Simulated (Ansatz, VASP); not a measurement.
**Two plane-wave programs on Os2C3**

```
CELL_PARAMETERS angstrom
3.29585 0.00000 0.00000
-1.64793 2.85429 0.00000
0.00000 0.00000 5.12781
ATOMIC_POSITIONS crystal
Os 0.33333 0.66667 0.24500
Os 0.66667 0.33333 0.75500
C 0.00000 0.00000 0.00000
C 0.33333 0.66667 0.64500
C 0.66667 0.33333 0.35500
```

Alike in both runs: task relaxation of cell and atoms; functional r2SCAN; k mesh 6 × 6 × 4; occupations gaussian, width 0.1 eV; no spin polarisation.

|  | VASP | Ansatz |
| --- | --- | --- |
| version | VASP 6.6.1 | Ansatz 0.2.0 |
| potentials or method | VASP PAW PBE potentials, release 64 (Os, C), cutoff 600 eV | scalar-relativistic, plane waves, PAW |
| valence electrons in the cell | 28 | 44 |

```tsv
	VASP	Ansatz	Ansatz less VASP
gap on the k mesh at the Fermi level, each at its own relaxed structure (eV)	none	none	-
relaxed volume (Å³/atom)	10.49	10.40	-0.092
relaxed cell length with the largest relative difference (Å)	3.301	3.290	-0.0105
```

VASP's potentials were made for PBE, not for r2SCAN. A gap of «none» marks a metal or a gap that the smearing closes. VASP's potentials hold 28 valence electrons a cell and Ansatz's 44, so a difference there can come from the potentials and not from the codes.

The k mesh is coarse, so the values compare programs but aren't converged. Spin-orbit coupling is off throughout.
